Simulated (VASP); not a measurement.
# NaF (I4/mmm) in VASP: a series of runs, part 2 of 2

VASP 6.6.1. Earlier steps stand in the parts before.

## 6. Single point, PBEsol

This run uses another cell than the first one, of the same volume but with other edges.

Contents of INCAR:

```
PREC = Accurate
ENCUT = 520
EDIFF = 1E-6
ISMEAR = 0
SIGMA = 0.05
LREAL = False
LASPH = True
NELM = 100
ALGO = Normal
ISIF = 2
LWAVE = False
LCHARG = True
GGA = PS
LELF = True
LVHAR = True
NBANDS = 14
```

Contents of KPOINTS:

```
Automatic mesh
0
Gamma
  10 10 10
```

Contents of POSCAR:

```
NaF
1.0
    0.0000000000      2.0295894937      3.0443842406
    2.0295894937      0.0000000000      3.0443842406
    2.0295894937      2.0295894937      0.0000000000
Na F
1 1
Direct
    0.0000000000      0.0000000000      0.0000000000
    0.5000000000      0.5000000000      0.5000000000
```

Potentials or basis: VASP PAW PBE potentials, release 64 (Na_pv, F).

Run with:

```sh
$ cat potpaw_PBE.64/Na_pv/POTCAR potpaw_PBE.64/F/POTCAR > POTCAR
$ mpirun -np 1 vasp_std > vasp.out
```

OUTCAR:

```text
PREC = Accurate
   ENCUT = 520
   EDIFF = 1E-6
   ISMEAR = 0
   LREAL = False
   LASPH = True
   NELM = 100
   ISIF = 2
   GGA = PS

 ion  position               nearest neighbor table
   1  0.000  0.000  0.000-   2 2.03   2 2.03   2 2.03   2 2.03
   2  0.500  0.500  0.500-   1 2.03   1 2.03   1 2.03   1 2.03

  LATTYP: Found a body centered tetragonal cell.
 ALAT       =     2.8702729880
 C/A-ratio  =     2.1213203436

  Lattice vectors:

 A1 = (  -2.0295894937,   0.0000000000,   3.0443842406)
 A2 = (   2.0295894937,   0.0000000000,   3.0443842406)
 A3 = (   0.0000000000,   2.0295894937,  -3.0443842406)

Analysis of symmetry for initial positions (statically):
=====================================================================
 Subroutine PRICEL returns:
 Original cell was already a primitive cell.

 Routine SETGRP: Setting up the symmetry group for a
 body centered tetragonal supercell.

 Subroutine GETGRP returns: Found 16 space group operations
 (whereof 16 operations were pure point group operations)
 out of a pool of 16 trial point group operations.

The static configuration has the point symmetry D_4h.

[... 175 lines left out ...]
      7      -2.1201      2.00000
      8       3.6876      0.00000
      9      15.8736      0.00000
     10      18.0894      0.00000
     11      18.7930      0.00000
     12      19.0623      0.00000
     13      19.0623      0.00000
     14      20.9648      0.00000
[... 377 lines left out ...]
      1     -21.5896      2.00000
      2     -20.7377      2.00000
      3     -20.5199      2.00000
      4     -20.3271      2.00000
      5      -3.4967      2.00000
      6      -2.3608      2.00000
      7      -2.2024      2.00000
      8       6.6801      0.00000
      9      12.5646      0.00000
     10      14.0160      0.00000
     11      19.4175      0.00000
     12      20.7084      0.00000
     13      23.7238      0.00000
     14      26.1135      0.00000

 [... further k-points ...]

------------------------ aborting loop because EDIFF is reached ----------------------------------------

  FORCE on cell =-STRESS in cart. coord.  units (eV):
  Direction    XX          YY          ZZ          XY          YZ          ZX
  --------------------------------------------------------------------------------------
  -------------------------------------------------------------------------------------
  Total        4.1559997      4.1559997     -0.5120230      0.0000000      0.0000000     -0.0000000
  in kB      265.4851417    265.4851417    -32.7080136      0.0000000      0.0000000     -0.0000000
  external PRESSURE =     166.0874233 kB  Pullay stress =       0.0000000 kB

 VOLUME and BASIS-vectors are now :
 -----------------------------------------------------------------------------
  energy-cutoff  :      520.00
  volume of cell :       25.08
      direct lattice vectors                 reciprocal lattice vectors
     0.000000000  2.029589494  3.044384241    -0.246355237  0.246355237  0.164236824
     2.029589494  0.000000000  3.044384241     0.246355237 -0.246355237  0.164236824
     2.029589494  2.029589494  0.000000000     0.246355237  0.246355237 -0.164236824

 POSITION                                       TOTAL-FORCE (eV/Angst)
 -----------------------------------------------------------------------------------
      0.00000      0.00000      0.00000         0.000000      0.000000     -0.000000
      2.02959      2.02959      3.04438        -0.000000     -0.000000      0.000000
 -----------------------------------------------------------------------------------
    total drift:                                0.000000      0.000000      0.000000

  FREE ENERGIE OF THE ION-ELECTRON SYSTEM (eV)
  ---------------------------------------------------
  free  energy   TOTEN  =        -8.1932758833 eV

  energy  without entropy=       -8.1932758833  energy(sigma->0) =       -8.19327588
```

OSZICAR:

```text
N       E                     dE             d eps       ncg     rms          rms(c)
DAV:   1     0.109394581112E+03    0.10939E+03   -0.77950E+03  2896   0.121E+03
DAV:   2    -0.387009643851E+01   -0.11326E+03   -0.10534E+03  3122   0.338E+02
DAV:   3    -0.923322905762E+01   -0.53631E+01   -0.53526E+01  3468   0.690E+01
DAV:   4    -0.927774395441E+01   -0.44515E-01   -0.44513E-01  3228   0.667E+00
DAV:   5    -0.927819978943E+01   -0.45584E-03   -0.45583E-03  3588   0.682E-01    0.571E+00
DAV:   6    -0.822109440724E+01    0.10571E+01   -0.32968E+00  3884   0.184E+01    0.189E+00
DAV:   7    -0.819404516702E+01    0.27049E-01   -0.46618E-02  2904   0.232E+00    0.115E+00
DAV:   8    -0.819210222165E+01    0.19429E-02   -0.33973E-02  2976   0.275E+00    0.190E-01
DAV:   9    -0.819342349768E+01   -0.13213E-02   -0.64854E-03  3450   0.927E-01    0.135E-01
DAV:  10    -0.819327430936E+01    0.14919E-03   -0.18857E-03  3126   0.602E-01    0.171E-02
DAV:  11    -0.819327573319E+01   -0.14238E-05   -0.54737E-05  3504   0.723E-02    0.824E-03
DAV:  12    -0.819327613847E+01   -0.40528E-06   -0.10184E-05  3132   0.287E-02    0.505E-03
DAV:  13    -0.819327588330E+01    0.25517E-06   -0.89376E-07  3156   0.938E-03
   1 F= -.81932759E+01 E0= -.81932759E+01  d E =-.285579E-23
```

It took 17 s on 1 thread of Intel Xeon 6975P-C (Granite Rapids), shared host; peak memory 0.15 GiB.

Results:

```yaml
Free_energy: -8.1933 eV
Pressure: 16.6 GPa
Band_gap_on_the_k_mesh: 5.81 eV
```

Stress tensor (GPa, compression positive):
```
26.55  0.00  0.00
 0.00 26.55  0.00
 0.00  0.00 -3.27
```

Levels at points of the mesh, in eV from the valence-band top:
| k point | band 4 | band 5 | band 6 | band 7 | band 8 | band 9 | band 10 | band 11 |
| --- | --- | --- | --- | --- | --- | --- | --- | --- |
| (0.00, 0.00, 0.00) | -18.40 | -0.44 | 0.00 | 0.00 | 5.81 | 17.99 | 20.21 | 20.91 |
| (0.50, 0.00, 0.00) | -17.21 | -1.88 | -0.68 | -0.26 | 10.46 | 11.91 | 18.15 | 20.60 |
| (0.50, 0.50, 0.00) | -18.41 | -1.60 | -0.08 | -0.08 | 9.79 | 13.23 | 15.91 | 23.23 |
| (0.50, 0.00, 0.50) | -18.54 | -1.18 | -0.94 | -0.39 | 12.99 | 14.31 | 14.74 | 17.25 |

Caveat: the cell stands under pressure; the PAW data sets were made with another functional, which shifts forces and pressure a little.

## 7. Single point, PBEsol

This run uses another cell than the first one, of the same volume but with other edges.

Contents of INCAR:

```
SYSTEM = NaF
PREC = Accurate
ENCUT = 520
EDIFF = 1E-7
ISMEAR = 0
SIGMA = 0.05
LREAL = .False.
LASPH = .True.
NELM = 60
ALGO = Normal
ISIF = 2
LWAVE = .False.
LCHARG = .False.
GGA = PS
NBANDS = 14
```

Contents of KPOINTS:

```
Automatic mesh
0
Gamma
  10 10 10
  0 0 0
```

Contents of POSCAR:

```
NaF
1.0
    0.0000000000      2.3551299827      2.2609247834
    2.3551299827      0.0000000000      2.2609247834
    2.3551299827      2.3551299827      0.0000000000
Na F
1 1
Direct
    0.0000000000      0.0000000000      0.0000000000
    0.5000000000      0.5000000000      0.5000000000
```

Potentials or basis: VASP PAW PBE potentials, release 64 (Na_pv, F).

Run with:

```sh
$ cat potpaw_PBE.64/Na_pv/POTCAR potpaw_PBE.64/F/POTCAR > POTCAR
$ mpirun -np 1 vasp_std > vasp.out
```

OUTCAR:

```text
SYSTEM = NaF
   PREC = Accurate
   ENCUT = 520
   EDIFF = 1E-7
   ISMEAR = 0
   LREAL = .False.
   LASPH = .True.
   NELM = 60
   ISIF = 2
   GGA = PS

 ion  position               nearest neighbor table
   1  0.000  0.000  0.000-   2 2.26   2 2.26
   2  0.500  0.500  0.500-   1 2.26   1 2.26

  LATTYP: Found a body centered tetragonal cell.
 ALAT       =     3.3306567627
 C/A-ratio  =     1.3576450199

  Lattice vectors:

 A1 = (   0.0000000000,  -2.3551299827,  -2.2609247834)
 A2 = (   0.0000000000,   2.3551299827,  -2.2609247834)
 A3 = (   2.3551299827,   0.0000000000,   2.2609247834)

Analysis of symmetry for initial positions (statically):
=====================================================================
 Subroutine PRICEL returns:
 Original cell was already a primitive cell.

 Routine SETGRP: Setting up the symmetry group for a
 body centered tetragonal supercell.

 Subroutine GETGRP returns: Found 16 space group operations
 (whereof 16 operations were pure point group operations)
 out of a pool of 16 trial point group operations.

The static configuration has the point symmetry D_4h.

Analysis of symmetry for dynamics (positions and initial velocities):
[... 167 lines left out ...]
  band No.  band energies     occupation
      1     -21.2567      2.00000
      2     -21.0035      2.00000
      3     -21.0035      2.00000
      4     -20.9916      2.00000
      5      -2.2144      2.00000
      6      -2.2106      2.00000
      7      -2.2106      2.00000
      8       3.9053      0.00000
      9      16.4944      0.00000
     10      16.4944      0.00000
     11      16.7859      0.00000
     12      19.2611      0.00000
     13      21.0382      0.00000
     14      22.2271      0.00000
[... 377 lines left out ...]
      1     -21.5530      2.00000
      2     -21.0506      2.00000
      3     -21.0488      2.00000
      4     -20.5596      2.00000
      5      -3.3892      2.00000
      6      -2.6224      2.00000
      7      -2.5757      2.00000
      8       8.2898      0.00000
      9      11.1872      0.00000
     10      14.7224      0.00000
     11      16.9228      0.00000
     12      16.9541      0.00000
     13      23.2269      0.00000
     14      23.9002      0.00000

 [... further k-points ...]
[... 5 lines left out ...]
  --------------------------------------------------------------------------------------
  -------------------------------------------------------------------------------------
  Total       -0.2327775     -0.2327775      0.3080749      0.0000000      0.0000000      0.0000000
  in kB      -14.8698171    -14.8698171     19.6798133      0.0000000      0.0000000      0.0000000
  external PRESSURE =      -3.3532736 kB  Pullay stress =       0.0000000 kB

 VOLUME and BASIS-vectors are now :
 -----------------------------------------------------------------------------
  energy-cutoff  :      520.00
  volume of cell :       25.08
      direct lattice vectors                 reciprocal lattice vectors
     0.000000000  2.355129983  2.260924783    -0.212302507  0.212302507  0.221148445
     2.355129983  0.000000000  2.260924783     0.212302507 -0.212302507  0.221148445
     2.355129983  2.355129983  0.000000000     0.212302507  0.212302507 -0.221148445

 POSITION                                       TOTAL-FORCE (eV/Angst)
 -----------------------------------------------------------------------------------
      0.00000      0.00000      0.00000         0.000000      0.000000      0.000000
      2.35513      2.35513      2.26092        -0.000000     -0.000000      0.000000
 -----------------------------------------------------------------------------------
    total drift:                                0.000000     -0.000000      0.000000

  FREE ENERGIE OF THE ION-ELECTRON SYSTEM (eV)
  ---------------------------------------------------
  free  energy   TOTEN  =        -8.7615566888 eV

  energy  without entropy=       -8.7615566888  energy(sigma->0) =       -8.76155669
```

OSZICAR:

```text
N       E                     dE             d eps       ncg     rms          rms(c)
DAV:   1     0.105782160618E+03    0.10578E+03   -0.76657E+03  2926   0.121E+03
DAV:   2    -0.423278076037E+01   -0.11001E+03   -0.10230E+03  3138   0.339E+02
DAV:   3    -0.949313845661E+01   -0.52604E+01   -0.52506E+01  3552   0.673E+01
DAV:   4    -0.953588864652E+01   -0.42750E-01   -0.42748E-01  3180   0.651E+00
DAV:   5    -0.953632836390E+01   -0.43972E-03   -0.43972E-03  3582   0.658E-01    0.492E+00
DAV:   6    -0.877709928934E+01    0.75923E+00   -0.26249E+00  3432   0.145E+01    0.182E+00
DAV:   7    -0.876228079501E+01    0.14818E-01   -0.29074E-02  2964   0.209E+00    0.103E+00
DAV:   8    -0.876117456761E+01    0.11062E-02   -0.25890E-02  3090   0.347E+00    0.152E-01
DAV:   9    -0.876168311003E+01   -0.50854E-03   -0.43433E-03  3660   0.633E-01    0.120E-01
DAV:  10    -0.876155356388E+01    0.12955E-03   -0.10074E-03  3222   0.365E-01    0.138E-02
DAV:  11    -0.876155635051E+01   -0.27866E-05   -0.44261E-05  3342   0.139E-01    0.705E-03
DAV:  12    -0.876155667883E+01   -0.32832E-06   -0.59944E-06  3452   0.321E-02    0.294E-03
DAV:  13    -0.876155668880E+01   -0.99669E-08   -0.90722E-07  3234   0.876E-03
   1 F= -.87615567E+01 E0= -.87615567E+01  d E =-.158969E-15
```

stdout:

```text
POSCAR found type information on POSCAR NaF
 POSCAR found :  2 types and       2 ions
 scaLAPACK will be used
 -----------------------------------------------------------------------------
|                                                                             |
|                                                                             |
|     You enforced a specific xc type in the INCAR file but a different       |
|     I HOPE YOU KNOW WHAT YOU ARE DOING!                                     |
|                                                                             |
 -----------------------------------------------------------------------------

 LDA part: xc-table for (Slater+PW92), standard interpolation
 POSCAR, INCAR and KPOINTS ok, starting setup
 FFT: planning ... GRIDC
 FFT: planning ... GRID_SOFT
 FFT: planning ... GRID
 WAVECAR not read
 entering main loop
```

It took 12 s on 1 thread of Intel Xeon 6975P-C (Granite Rapids), shared host; peak memory 0.15 GiB.

Results:

| Quantity | Value |
| --- | --- |
| Free energy | -8.7616 eV |
| Pressure | -0.3 GPa |
| Band gap on the k mesh | 6.12 eV |

Stress tensor (GPa, compression positive):
```
-1.49  0.00  0.00
 0.00 -1.49  0.00
 0.00  0.00  1.97
```

Levels at points of the mesh, in eV from the valence-band top:
| k point | band 5 | band 6 | band 7 | band 8 | band 9 | band 10 |
| --- | --- | --- | --- | --- | --- | --- |
| (0.00, 0.00, 0.00) | 0.00 | 0.00 | 0.00 | 6.12 | 18.70 | 18.70 |
| (0.50, 0.00, 0.00) | -1.60 | -0.27 | -0.24 | 10.56 | 12.26 | 19.52 |
| (0.50, 0.50, 0.00) | -1.24 | -0.45 | -0.45 | 12.81 | 13.28 | 13.58 |
| (0.50, 0.00, 0.50) | -1.31 | -0.41 | -0.35 | 12.73 | 13.21 | 13.39 |

Caveat: the PAW data sets were made with another functional, which shifts forces and pressure a little. A k mesh can miss the band edges.

## 8. Summary

| cell | gap on the mesh (eV) | pressure (GPa) |
| --- | --- | --- |
| a = 3.491, b = 3.491, c = 3.011 Å, angles 64.5, 64.5, 51.1°, 2 atoms | 6.00 | 6.8 |
| a = 3.246, b = 3.246, c = 3.378 Å, angles 58.6, 58.6, 62.7°, 2 atoms | 6.11 | 0.4 |
| a = 3.346, b = 3.346, c = 3.183 Å, angles 61.6, 61.6, 56.8°, 2 atoms | 6.11 | 0.4 |
| a = 3.199, b = 3.199, c = 3.793 Å, angles 53.6, 53.6, 72.7°, 2 atoms | 5.14 | 35.8 |
| a = 3.659, b = 3.659, c = 2.870 Å, angles 66.9, 66.9, 46.2°, 2 atoms | 5.81 | 16.6 |
| a = 3.265, b = 3.265, c = 3.331 Å, angles 59.3, 59.3, 61.3°, 2 atoms | 6.12 | -0.3 |

Alike in all rows: task single point; level PBEsol; potentials or basis VASP PAW PBE potentials, release 64 (Na_pv, F); no spin polarisation; k mesh 10 × 10 × 10; cutoff (eV) 520; smearing gaussian 0.05 eV.

Caveats: the PAW data sets were made with another functional, which shifts forces and pressure a little; the cell stands under pressure (at least some runs).

Total energies depend on the potentials used, so only differences within one code and one set of settings carry meaning.
